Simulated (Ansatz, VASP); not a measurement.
## Au in VASP and in Ansatz

Contents of INCAR:

```
ALGO = Normal
EDIFF = 1E-7
EDIFFG = -0.005
ENCUT = 600
GGA = PE
IBRION = 2
ISIF = 3
ISMEAR = -1
LASPH = True
LCHARG = False
LREAL = False
LWAVE = False
NELM = 80
NSW = 60
PREC = Accurate
SIGMA = 0.08
```

KPOINTS

```
k-points
0
Gamma
  15 15 8
```

Contents of POSCAR:

```
Au
1.0
    2.9469569625      0.0000000000      0.0000000000
   -1.4734784812      2.5521395934      0.0000000000
    0.0000000000      0.0000000000      4.7740702792
Au
2
Direct
    0.3333333333      0.6666666667      0.2500000000
    0.6666666667      0.3333333333      0.7500000000
```

Input for Ansatz:

```yaml
crystal:
  lattice:
    - [2.9469569625, 0.0, 0.0]
    - [-1.4734784812, 2.5521395934, 0.0]
    - [0.0, 0.0, 4.7740702792]
  atoms:
    - { symbol: Au, position: [0.3333333333, 0.6666666667, 0.25] }
    - { symbol: Au, position: [0.6666666667, 0.3333333333, 0.75] }
kpoints:
  mp_grid: { grid: [15, 15, 8] }
scf:
  occupations: { method: fermi_dirac, width: 0.08 }
hamiltonian:
  xc: pbe
  pseudopotentials: { kind: paw }
output:
  forces: true
  stress: true
relax:
  f_tol: 0.005
  max_steps: 40
  cell: {}
```

Alike in both runs: task relaxation of cell and atoms; functional PBE; k mesh 15 × 15 × 8; occupations fermi-dirac, width 0.08 eV; no spin polarisation.

```csv
,VASP,Ansatz
version,VASP 6.6.1,Ansatz 0.2.0
potentials or method,"VASP PAW PBE potentials, release 64 (Au)","PAW with Ansatz's default frozen-core files, scalar-relativistic"
plane-wave cutoff (eV),600,420
valence electrons in the cell,22,38
```

```csv
,VASP,Ansatz,Ansatz less VASP
relaxed volume (Å³/atom),17.97,17.99,+0.022
relaxed cell length with the largest relative difference (Å),2.910,2.912,+0.0014
```

VASP's potentials hold 22 valence electrons a cell and Ansatz's 38, so a difference there can come from the potentials and not from the codes.

Neither program's run includes spin-orbit coupling.
